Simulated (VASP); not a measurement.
# NbTe (P-6m2) in VASP: further runs, part 2 of 2

VASP 6.6.1. The steps go on from the part before.

### Step 4. Single point, PBEsol+D4

This run uses another cell than the first one, of 20.63 Å³/atom, 1.017 times its volume.

INCAR

```
SYSTEM = NbTe
PREC = Accurate
ENCUT = 520
EDIFF = 1E-6
ISMEAR = -1
SIGMA = 0.05
LREAL = .False.
LASPH = .True.
NELM = 80
ALGO = Normal
ISIF = 2
LWAVE = .False.
LCHARG = .False.
GGA = PS
IVDW = 13
NBANDS = 16
```

KPOINTS

```
Automatic mesh
0
Gamma
  8 8 7
  0 0 0
```

POSCAR

```
NbTe
1.0
    3.6060453318      0.0000000000      0.0000000000
   -1.8030226659      3.1229268646      0.0000000000
    0.0000000000      0.0000000000      3.6641821430
Te Nb
1 1
Direct
    0.6666666667      0.3333333333      0.0000000000
    0.0000000000      0.0000000000      0.5000000000
```

Potentials or basis: VASP PAW PBE potentials, release 64 (Te, Nb_sv).

Launch:

```bash
$ cat potpaw_PBE.64/Te/POTCAR potpaw_PBE.64/Nb_sv/POTCAR > POTCAR
$ mpirun -np 1 vasp_std > vasp.out
```

OUTCAR:

```text
SYSTEM = NbTe
   PREC = Accurate
   ENCUT = 520
   EDIFF = 1E-6
   ISMEAR = -1
   LREAL = .False.
   LASPH = .True.
   NELM = 80
   ISIF = 2
   GGA = PS
   IVDW = 13

 ion  position               nearest neighbor table
   1  0.667  0.333  0.000-   2 2.77   2 2.77   2 2.77   2 2.77   2 2.77   2 2.77
   2  0.000  0.000  0.500-   1 2.77   1 2.77   1 2.77   1 2.77   1 2.77   1 2.77

  LATTYP: Found a hexagonal cell.
 ALAT       =     3.6060453318
 C/A-ratio  =     1.0161220411

  Lattice vectors:

 A1 = (   3.6060453318,   0.0000000000,   0.0000000000)
 A2 = (  -1.8030226659,   3.1229268646,   0.0000000000)
 A3 = (   0.0000000000,   0.0000000000,   3.6641821430)

Analysis of symmetry for initial positions (statically):
=====================================================================
 Subroutine PRICEL returns:
 Original cell was already a primitive cell.

 Routine SETGRP: Setting up the symmetry group for a
 hexagonal supercell.

 Subroutine GETGRP returns: Found 12 space group operations
 (whereof 12 operations were pure point group operations)
 out of a pool of 24 trial point group operations.

The static configuration has the point symmetry D_3h.

Analysis of symmetry for dynamics (positions and initial velocities):
[... 162 lines left out ...]
 cond. band min:      11.8733178628   @ k =   0.2500   0.1250   0.2857
 fundamental gap:      0.1036152674
 Fermi energy:        11.8051379783

 k-point     1 :       0.0000    0.0000    0.0000
  band No.  band energies     occupation
      1     -43.6154      2.00000
      2     -19.8778      2.00000
      3     -19.6413      2.00000
      4     -19.6413      2.00000
      5      -2.8643      2.00000
      6       8.4842      2.00000
[... 433 lines left out ...]
      3     -19.7834      2.00000
      4     -19.6679      2.00000
      5      -1.0004      2.00000
      6       5.2260      2.00000
[... 8 lines left out ...]
     15      18.3180      0.00000
     16      20.8844      0.00000

 [... further k-points ...]

------------------------ aborting loop because EDIFF is reached ----------------------------------------

  DFT-D4 for vdW energy calculation

  Edisp (eV):   -0.58779

  FORCE on cell =-STRESS in cart. coord.  units (eV):
  Direction    XX          YY          ZZ          XY          YZ          ZX
  --------------------------------------------------------------------------------------
  -------------------------------------------------------------------------------------
  Total      -0.02363    -0.02363    -0.02728     0.00000     0.00000     0.00000
  in kB      -0.91744    -0.91744    -1.05919     0.00000     0.00000     0.00000
  external pressure =       -0.96 kB  Pullay stress =        0.00 kB

 VOLUME and BASIS-vectors are now :
 -----------------------------------------------------------------------------
  energy-cutoff  :      520.00
  volume of cell :       41.26
      direct lattice vectors                 reciprocal lattice vectors
     3.606045332  0.000000000  0.000000000     0.277312099  0.160106215  0.000000000
    -1.803022666  3.122926865  0.000000000     0.000000000  0.320212430  0.000000000
     0.000000000  0.000000000  3.664182143     0.000000000  0.000000000  0.272912197

 POSITION                                       TOTAL-FORCE (eV/Angst)
 -----------------------------------------------------------------------------------
      1.80302      1.04098      0.00000        -0.000000      0.000000      0.000000
      0.00000      0.00000      1.83209         0.000000      0.000000      0.000000
 -----------------------------------------------------------------------------------
    total drift:                               -0.000000      0.000000     -0.000000

  FREE ENERGIE OF THE ION-ELECTRON SYSTEM (eV)
  ---------------------------------------------------
  free  energy   TOTEN  =       -15.4879508087 eV

  energy  without entropy=      -15.4786759403  energy(sigma->0) =      -15.48331337
```

OSZICAR:

```text
N       E                     dE             d eps       ncg     rms          rms(c)
DAV:   1     0.147884542933E+03    0.14788E+03   -0.95990E+03  1280   0.109E+03
DAV:   2    -0.551542611667E+01   -0.15340E+03   -0.14944E+03  1632   0.369E+02
DAV:   3    -0.151661212197E+02   -0.96507E+01   -0.95442E+01  2432   0.688E+01
DAV:   4    -0.153442188219E+02   -0.17810E+00   -0.17791E+00  1464   0.933E+00
DAV:   5    -0.153496396974E+02   -0.54209E-02   -0.54201E-02  2168   0.173E+00    0.780E+00
DAV:   6    -0.149393601817E+02    0.41028E+00   -0.12405E+00  2040   0.972E+00    0.339E+00
DAV:   7    -0.149090631675E+02    0.30297E-01   -0.70927E-02  1544   0.192E+00    0.172E+00
DAV:   8    -0.149002332369E+02    0.88299E-02   -0.21494E-02  1824   0.995E-01    0.220E-01
DAV:   9    -0.149001587055E+02    0.74531E-04   -0.18510E-03  1624   0.337E-01    0.122E-01
DAV:  10    -0.149001606097E+02   -0.19042E-05   -0.24331E-04  1944   0.164E-01    0.258E-02
DAV:  11    -0.149001582682E+02    0.23416E-05   -0.14637E-05  1856   0.377E-02    0.137E-02
DAV:  12    -0.149001580581E+02    0.21006E-06   -0.76573E-07  1128   0.955E-03
   1 F= -.15487951E+02 E0= -.15483313E+02  d E =-.927487E-02
```

Run time: 10 s. Hardware: 1 thread of Intel Xeon 6975P-C (Granite Rapids), shared host; peak memory 0.17 GiB.

What came out:

- Free energy: -15.4880 eV
- Pressure: -0.1 GPa
- Dispersion energy per atom: -0.294 eV

Levels at points of the mesh, in eV from the Fermi level:
```
           k point  band 7  band 8  band 9  band 10  band 11  band 12  band 13  band 14
(0.00, 0.00, 0.00)   -3.20   -3.20   -2.51     0.13     0.13     2.68     2.68     3.29
(0.50, 0.00, 0.00)   -4.15   -2.91   -2.54    -0.24     1.39     1.75     3.16     3.97
```

Caveat: the PAW data sets were made with another functional, which shifts forces and pressure a little; spin-orbit coupling is left out, which moves the levels of the heavy elements; pairwise dispersion overbinds metals, which lowers pressure and volume.

### Step 5. The runs side by side

```tsv
level	cell	gap on the mesh (eV)	pressure (GPa)
PBEsol+D3(BJ)	a = 3.579, b = 3.579, c = 3.658 Å, angles 90.0, 90.0, 120.0°, 2 atoms	none	-1.0
PBEsol	a = 3.630, b = 3.630, c = 3.674 Å, angles 90.0, 90.0, 120.0°, 2 atoms	none	-0.1
PBEsol+D4	a = 3.606, b = 3.606, c = 3.664 Å, angles 90.0, 90.0, 120.0°, 2 atoms	none	-0.1
```

Alike in all rows: task single point; potentials or basis VASP PAW PBE potentials, release 64 (Te, Nb_sv); no spin polarisation; k mesh 8 × 8 × 7; cutoff (eV) 520; smearing fermi-dirac 0.05 eV.

Caveats: the PAW data sets were made with another functional, which shifts forces and pressure a little; spin-orbit coupling is left out, which moves the levels of the heavy elements; pairwise dispersion overbinds metals, which lowers pressure and volume (some runs); three body term missing (some runs).

Absolute energies hang on the potentials; compare differences alone.
